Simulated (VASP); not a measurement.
# WS2 (P6_3/mmc) in VASP: notebook

The runs below take WS2 through single point, with r2SCAN.

Everything below comes from runs of VASP 6.6.1. Logs are shortened: lines on timing, memory, paths and dates and some standing lists are left out, and cuts for length are marked.

### 1 The cell of the first run

The structure is hexagonal, space group P6_3/mmc (No. 194). The conventional cell has a = 3.054 Å, b = 3.054 Å, c = 13.308 Å, α = 90.00°, β = 90.00°, γ = 120.00°. Within 3.1 Å of W (site symmetry -6m2) lie 6 S at 2.38 Å and 6 W at 3.05 Å. S (site symmetry 3m) has 3 W at 2.38 Å and 7 S at 3.05 to 3.21 Å within 3.3 Å.

### 2 Single point, r2SCAN (biaxial strain in the a-b plane: -4.0 %, then relaxed in part)

Contents of POSCAR:

```
WS2
1.0
    3.0543541587      0.0000000000      0.0000000000
   -1.5271770793      2.6451482936      0.0000000000
    0.0000000000      0.0000000000     13.3083590295
W S
2 4
Direct
    0.3333333333      0.6666666667      0.2500000000
    0.6666666667      0.3333333333      0.7500000000
    0.3333333333      0.6666666667      0.6293945305
    0.6666666667      0.3333333333      0.1293945305
    0.3333333333      0.6666666667      0.8706054695
    0.6666666667      0.3333333333      0.3706054695
```

Contents of INCAR.step1:

```
PREC = Accurate
ENCUT = 520
ISMEAR = 0
SIGMA = 0.02
LREAL = F
LASPH = T
NELM = 60
NBANDS = 35
GGA = PE
ALGO = Normal
EDIFF = 1E-4
LWAVE = T
LCHARG = F
```

Contents of INCAR.step2:

```
PREC = Accurate
ENCUT = 520
EDIFF = 1E-6
ISMEAR = 0
SIGMA = 0.02
LREAL = F
LASPH = T
NELM = 60
ALGO = Normal
ISIF = 2
LWAVE = F
LCHARG = F
METAGGA = R2SCAN
LMIXTAU = T
NBANDS = 35
ISTART = 1
```

Contents of KPOINTS:

```
regular mesh
0
Gamma
  12 12 2
```

Potentials or basis: VASP PAW PBE potentials, release 64 (W_sv, S).

Run with:

```console
$ cat potpaw_PBE.64/W_sv/POTCAR potpaw_PBE.64/S/POTCAR > POTCAR
$ cp INCAR.step1 INCAR
$ mpirun -np 1 vasp_std > vasp.out
$ cp INCAR.step2 INCAR
$ mpirun -np 1 vasp_std > vasp.out
```

OUTCAR:

```text
PREC = Accurate
   ENCUT = 520
   EDIFF = 1E-6
   ISMEAR = 0
   LREAL = F
   LASPH = T
   NELM = 60
   ISIF = 2
   METAGGA = R2SCAN
   ISTART = 1

 ion  position               nearest neighbor table
   1  0.333  0.667  0.250-   4 2.38   6 2.38   4 2.38   6 2.38   4 2.38   6 2.38
   2  0.667  0.333  0.750-   3 2.38   5 2.38   3 2.38   5 2.38   3 2.38   5 2.38
   3  0.333  0.667  0.629-   2 2.38   2 2.38   2 2.38
   4  0.667  0.333  0.129-   1 2.38   1 2.38   1 2.38
   5  0.333  0.667  0.871-   2 2.38   2 2.38   2 2.38
   6  0.667  0.333  0.371-   1 2.38   1 2.38   1 2.38

  LATTYP: Found a hexagonal cell.
 ALAT       =     3.0543541587
 C/A-ratio  =     4.3571761289

  Lattice vectors:

 A1 = (   3.0543541587,   0.0000000000,   0.0000000000)
 A2 = (  -1.5271770793,   2.6451482936,   0.0000000000)
 A3 = (   0.0000000000,   0.0000000000,  13.3083590295)

Analysis of symmetry for initial positions (statically):
=====================================================================
 Subroutine PRICEL returns:
 Original cell was already a primitive cell.

 Routine SETGRP: Setting up the symmetry group for a
 hexagonal supercell.

 Subroutine GETGRP returns: Found 24 space group operations
 (whereof 12 operations were pure point group operations)
 out of a pool of 24 trial point group operations.

The static configuration has the point symmetry D_3d.
 The point group associated with its full space group is D_6h.

Analysis of symmetry for dynamics (positions and initial velocities):
=====================================================================
 Subroutine PRICEL returns:
 Original cell was already a primitive cell.

 Routine SETGRP: Setting up the symmetry group for a
 hexagonal supercell.

 Subroutine GETGRP returns: Found 24 space group operations
 (whereof 12 operations were pure point group operations)
 out of a pool of 24 trial point group operations.

The dynamic configuration has the point symmetry D_3d.
 The point group associated with its full space group is D_6h.

 Subroutine INISYM returns: Found 24 space group operations
 (whereof 12 operations are pure point group operations),
 and found     1 'primitive' translations

----------------------------------------------------------------------------------------

                                     Primitive cell

  volume of cell :     107.5212

  direct lattice vectors                    reciprocal lattice vectors
     3.054354159  0.000000000  0.000000000     0.327401456  0.189025319  0.000000000
    -1.527177079  2.645148294  0.000000000     0.000000000  0.378050638  0.000000000
     0.000000000  0.000000000 13.308359030     0.000000000  0.000000000  0.075140744

  length of vectors
     3.054354159  3.054354159 13.308359030     0.378050638  0.378050638  0.075140744

  position of ions in fractional coordinates (direct lattice)
     0.333333333  0.666666667  0.250000000
     0.666666667  0.333333333  0.750000000
     0.333333333  0.666666667  0.629394531
     0.666666667  0.333333333  0.129394531
     0.333333333  0.666666667  0.870605469
     0.666666667  0.333333333  0.370605469

  ion indices of the primitive-cell ions
   primitive index   ion index
                 1           1
                 2           2
                 3           3
                 4           4
                 5           5
                 6           6

----------------------------------------------------------------------------------------

 KPOINTS: regular mesh

Automatic generation of k-mesh.
 Grid dimensions read from file:
 generate k-points for:   12   12    2

 Generating k-lattice:

  Cartesian coordinates                     Fractional coordinates (reciprocal lattice)
     0.027283455  0.015752110  0.000000000     0.083333333  0.000000000  0.000000000
     0.000000000  0.031504220  0.000000000     0.000000000  0.083333333  0.000000000
     0.000000000  0.000000000  0.037570372     0.000000000  0.000000000  0.500000000

  Length of vectors
     0.031504220  0.031504220  0.037570372

  Shift w.r.t. Gamma in fractional coordinates (k-lattice)
     0.000000000  0.000000000  0.000000000

 Subroutine IBZKPT returns following result:
 ===========================================

 Found     38 irreducible k-points:

 Following reciprocal coordinates:
            Coordinates               Weight
  0.000000  0.000000  0.000000      1.000000
  0.083333 -0.000000  0.000000      6.000000
  0.166667 -0.000000  0.000000      6.000000
  0.250000 -0.000000  0.000000      6.000000
  0.333333 -0.000000  0.000000      6.000000
  0.416667  0.000000  0.000000      6.000000
[... 16 lines left out ...]
  0.250000 -0.000000  0.500000      6.000000
  0.333333 -0.000000  0.500000      6.000000
 [... further k-points ...]
   k-points           NKPTS =     38   k-points in BZ     NKDIM =     38   number of bands    NBANDS=     35
   number of dos      NEDOS =    301   number of ions     NIONS =      6
   total plane-waves  NPLWV =  57600
   dimension x,y,z NGX =    24 NGY =   24 NGZ =  100
   dimension x,y,z NGXF=    48 NGYF=   48 NGZF=  200
   ions per type =               2   4
   NGX,Y,Z   is equivalent  to a cutoff of  13.06, 13.06, 12.49 a.u.
   NGXF,Y,Z  is equivalent  to a cutoff of  26.13, 26.13, 24.98 a.u.
 SYSTEM =  unknown system
   PREC   = accura    normal or accurate (medium, high low for compatibility)
   ISTART =      1    job   : 0-new  1-cont  2-samecut
   ICHARG =      0    charge: 1-file 2-atom 10-const
   ISPIN  =      1    spin polarized calculation?
   LNONCOLLINEAR =      F non collinear calculations
   LSORBIT =      F    spin-orbit coupling
   LASPH  =      T    aspherical Exc in radial PAW
   ENCUT  =  520.0 eV  38.22 Ry    6.18 a.u.   5.68  5.68 24.74*2*pi/ulx,y,z
   NELM   =     60;   NELMIN=  2; NELMDL=  0     # of ELM steps
   EDIFF  = 0.1E-05   stopping-criterion for ELM
   LREAL  =      F    real-space projection
   EDIFFG = 0.1E-04   stopping-criterion for IOM
   NSW    =      0    number of steps for IOM
   IBRION =     -1    ionic relax: 0-MD 1-quasi-New 2-CG
   NFREE  =      0    steps in history (QN), initial steepest desc. (CG)
   ISIF   =      2    stress and relaxation
   ISYM   =      2    0-nonsym 1-usesym 2-fastsym
   POTIM  = 0.5000    time-step for ionic-motion
   TEBEG  =    0.0;   TEEND  =   0.0 temperature during run
   PSTRESS=    0.0 pullay stress
   NELECT =      52.0000    total number of electrons
   NUPDOWN=      -1.0000    fix difference up-down
   EMIN   =  10.00;   EMAX   =-10.00  energy-range for DOS
   EFERMI =   0.00;   METHOD = LEGACY
   ISMEAR =     0;   SIGMA  =   0.02  broadening in eV -4-tet -1-fermi 0-gaus
   EFERMI_NEDOS =   21; number of points for ismear=-14 and -15
   IALGO  =     38    algorithm
   IMIX   =      4    mixing-type and parameters
     AMIX     =   0.40;   BMIX     =  1.00
     AMIX_MAG =   1.60;   BMIX_MAG =  1.00
  volume/ion in A,a.u.               =      17.92       120.93
  Fermi-wavevector in a.u.,A,eV,Ry     =   1.285024  2.428344 22.467126  1.651287
  Thomas-Fermi vector in A             =   2.417183
   LORBIT       =      0    0 simple, 1 ext, 2 COOP (PROOUT), +10 PAW based schemes
   METAGGA = R2SCAN    functional components
   LHFCALC =     F    Hartree Fock is set to
   AEXX    =    0.0000 exact exchange contribution
   IVDW    =     0    specifies the selected vdW correction
   LEPSILON=     F    determine dielectric tensor
   LRPA    =     F    only Hartree local field effects (RPA)
 non-spin polarized calculation
 Gauss-broadening in eV      SIGMA  =   0.02
  energy-cutoff  :      520.00
  volume of cell :      107.52
 maximum number of plane-waves:      2917
 NGX is ok and might be reduce to    24
   NGX = 11   NGY = 11   NGZ = 49

 number of electron      52.0000002 magnetization

 Free energy of the ion-electron system (eV)
  ---------------------------------------------------
  ext. energy  EPLUGINS =         0.00000000
  ---------------------------------------------------
  free energy    TOTEN  =      -139.79074619 eV

  energy without entropy =     -139.79074619  energy(sigma->0) =     -139.79074619

 E-fermi :   6.6961     XC(G=0): -11.4744

 val. band max:        6.5717757897   @ k =   0.3333   0.3333   0.0000
 cond. band min:       8.1606276671   @ k =   0.1667   0.1667   0.0000
 fundamental gap:      1.5888518774
 Fermi energy:         6.6961424631

 k-point     1 :       0.0000    0.0000    0.0000
  band No.  band energies     occupation
      1     -69.2738      2.00000
      2     -69.2738      2.00000
      3     -32.9700      2.00000
      4     -32.9700      2.00000
      5     -32.6465      2.00000
      6     -32.6465      2.00000
[... 27 lines left out ...]
     34       9.9863      0.00000
     35      13.0780      0.00000

 k-point     2 :       0.0833   -0.0000    0.0000
  band No.  band energies     occupation
      1     -69.2715      2.00000
      2     -69.2715      2.00000
      3     -32.9631      2.00000
      4     -32.9630      2.00000
      5     -32.6839      2.00000
      6     -32.6838      2.00000
[... 27 lines left out ...]
     34      10.2024      0.00000
     35      13.6317      0.00000

 k-point     3 :       0.1667   -0.0000    0.0000
  band No.  band energies     occupation
      1     -69.2653      2.00000
      2     -69.2652      2.00000
      3     -32.9440      2.00000
      4     -32.9440      2.00000
      5     -32.7848      2.00000
      6     -32.7848      2.00000
[... 27 lines left out ...]
     34      10.7410      0.00000
     35      14.4183      0.00000
[... 723 lines left out ...]
 k-point    23 :       0.2500   -0.0000    0.5000
  band No.  band energies     occupation
      1     -69.2568      2.00000
      2     -69.2568      2.00000
      3     -32.9202      2.00000
      4     -32.9202      2.00000
      5     -32.9179      2.00000
      6     -32.9179      2.00000
[... 27 lines left out ...]
     34      11.2003      0.00000
     35      14.4273      0.00000

 k-point    24 :       0.3333   -0.0000    0.5000
  band No.  band energies     occupation
      1     -69.2482      2.00000
      2     -69.2482      2.00000
      3     -33.0529      2.00000
      4     -33.0529      2.00000
      5     -32.8917      2.00000
      6     -32.8917      2.00000
[... 27 lines left out ...]
     34      11.5115      0.00000
     35      13.7841      0.00000

 [... further k-points ...]

------------------------ aborting loop because EDIFF is reached ----------------------------------------

  FORCE on cell =-STRESS in cart. coord.  units (eV):
  Direction    XX          YY          ZZ          XY          YZ          ZX
  --------------------------------------------------------------------------------------
  -------------------------------------------------------------------------------------
  Total        9.2581444      9.2581444      0.1182180      0.0000000      0.0000000     -0.0000000
  in kB      137.9560038    137.9560038      1.7615719      0.0000000      0.0000000     -0.0000000
  external PRESSURE =      92.5578598 kB  Pullay stress =       0.0000000 kB

 VOLUME and BASIS-vectors are now :
 -----------------------------------------------------------------------------
  energy-cutoff  :      520.00
  volume of cell :      107.52
      direct lattice vectors                 reciprocal lattice vectors
     3.054354159  0.000000000  0.000000000     0.327401456  0.189025319  0.000000000
    -1.527177079  2.645148294  0.000000000     0.000000000  0.378050638  0.000000000
     0.000000000  0.000000000 13.308359030     0.000000000  0.000000000  0.075140744

 POSITION                                       TOTAL-FORCE (eV/Angst)
 -----------------------------------------------------------------------------------
     -0.00000      1.76343      3.32709        -0.000000      0.000000     -0.000000
      1.52718      0.88172      9.98127         0.000000     -0.000000     -0.000000
     -0.00000      1.76343      8.37621         0.000000     -0.000000     -0.026972
      1.52718      0.88172      1.72203        -0.000000      0.000000     -0.026972
     -0.00000      1.76343     11.58633         0.000000     -0.000000      0.026972
      1.52718      0.88172      4.93215        -0.000000     -0.000000      0.026972
 -----------------------------------------------------------------------------------
    total drift:                                0.000000     -0.000000      0.000000

  FREE ENERGIE OF THE ION-ELECTRON SYSTEM (eV)
  ---------------------------------------------------
  free  energy   TOTEN  =      -139.7907461937 eV

  energy  without entropy=     -139.7907461937  energy(sigma->0) =     -139.79074619
```

Run time: 17 min. Hardware: 1 thread of Intel Xeon Platinum 8259CL at 2.50GHz (Skylake/Cascade Lake), shared host; peak memory 0.31 GiB.

What came out:

| Quantity | Value |
| --- | --- |
| Free energy | -139.7907 eV |
| Pressure | 9.3 GPa |
| Largest force | 0.027 eV/Å |
| Band gap on the k mesh | 1.59 eV (least direct gap 2.53 eV) |

Forces on the atoms (eV/Å):
```
W    0.000  0.000  0.000
W    0.000  0.000  0.000
S    0.000  0.000 -0.027
S    0.000  0.000 -0.027
S    0.000  0.000  0.027
S    0.000  0.000  0.027
```

Levels at points of the mesh, in eV from the valence-band top:
| k point | band 24 | band 25 | band 26 | band 27 | band 28 | band 29 |
| --- | --- | --- | --- | --- | --- | --- |
| (0.00, 0.00, 0.00) | -1.40 | -1.07 | -0.03 | 3.34 | 3.34 | 3.38 |
| (0.50, 0.00, 0.00) | -1.17 | -1.13 | -1.05 | 3.52 | 3.60 | 3.62 |
| (0.00, 0.00, 0.50) | -1.41 | -0.39 | -0.39 | 3.36 | 3.36 | 3.36 |
| (0.50, 0.00, 0.50) | -1.19 | -1.09 | -1.09 | 3.61 | 3.61 | 3.69 |

Caveat: the cell differs from its parent crystal (biaxial strain in the a-b plane: -4.0 %, then relaxed in part); the cell stands under pressure; the PAW data sets were made with another functional, which shifts forces and pressure a little; spin-orbit coupling is left out, which moves the levels of the heavy elements.

(Continued in part 2 of 2.)
